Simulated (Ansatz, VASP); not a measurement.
Two plane-wave programs on Fe

Contents of INCAR:

```
PREC     = Accurate       # precision mode
ENCUT    = 600            # plane-wave cutoff, eV
EDIFF    = 1E-6           # SCF threshold, eV
ISMEAR   = -1             # smearing method
SIGMA    = 0.1            # smearing width, eV
LREAL    = False          # projectors in reciprocal space
LASPH    = True           # aspherical terms in the spheres
NELM     = 150            # most SCF steps
ALGO     = Normal         # electronic algorithm
ISIF     = 3              # what is computed and relaxed
LWAVE    = False          # write WAVECAR
LCHARG   = False          # write CHGCAR
ISPIN    = 2              # spin polarisation
MAGMOM   = 2.5            # initial moments
LORBIT   = 11             # projections on sites
LMAXMIX  = 4              # l up to which the mixer works
GGA      = PE             # functional
IBRION   = 2              # ionic algorithm
NSW      = 60             # ionic steps
EDIFFG   = -0.005         # ionic threshold
```

KPOINTS

```
Automatic mesh
0
Gamma
  18 18 18
```

Contents of POSCAR:

```
Fe
1.0
    2.3066674834      0.0000000000      0.0000000000
    0.0000000000      2.3066674834      0.0000000000
    0.0000000000      0.0000000000      2.3066674834
Fe
1
Direct
    0.0000000000      0.0000000000      0.0000000000
```

Input for Ansatz:

```yaml
crystal:
  lattice:
    - [2.3066674834, 0.0, 0.0]
    - [0.0, 2.3066674834, 0.0]
    - [0.0, 0.0, 2.3066674834]
  atoms:
    - { symbol: Fe, position: [0.0, 0.0, 0.0], spin: 2.5 }
magnetization:
  spin_polarized: true
kpoints:
  mp_grid: { grid: [18, 18, 18] }
scf:
  occupations: { method: fermi_dirac, width: 0.1 }
hamiltonian:
  xc: pbe
  pseudopotentials: { kind: paw }
output:
  forces: true
  stress: true
relax:
  f_tol: 0.005
  max_steps: 40
  cell: {}
```

Alike in both runs: task relaxation of cell and atoms; functional PBE; k mesh 18 × 18 × 18; occupations fermi-dirac, width 0.1 eV; collinear spin.

|  | VASP | Ansatz |
| --- | --- | --- |
| version | VASP 6.6.1 | Ansatz 0.2.0 |
| potentials or method | VASP PAW PBE potentials, release 64 (Fe) | PAW with Ansatz's default frozen-core files, scalar-relativistic |
| plane-wave cutoff (eV) | 600 | 420 |
| valence electrons in the cell | 8 | 16 |

VASP gave:

- net moment per atom (μB): 2.38
- size of the moment on the site where the two differ most (μB): 2.37
- relaxed volume (Å³/atom): 13.27
- relaxed cell length with the largest relative difference (Å): 2.367

**Question.** What did Ansatz give for the same quantities?

**Answer.** net moment per atom (μB): 2.38; size of the moment on the site where the two differ most (μB): 2.36; relaxed volume (Å³/atom): 13.31; relaxed cell length with the largest relative difference (Å): 2.370.

Site moments also hang on the region over which each program counts them. VASP's potentials hold 8 valence electrons a cell and Ansatz's 16, so a difference there can come from the potentials and not from the codes.
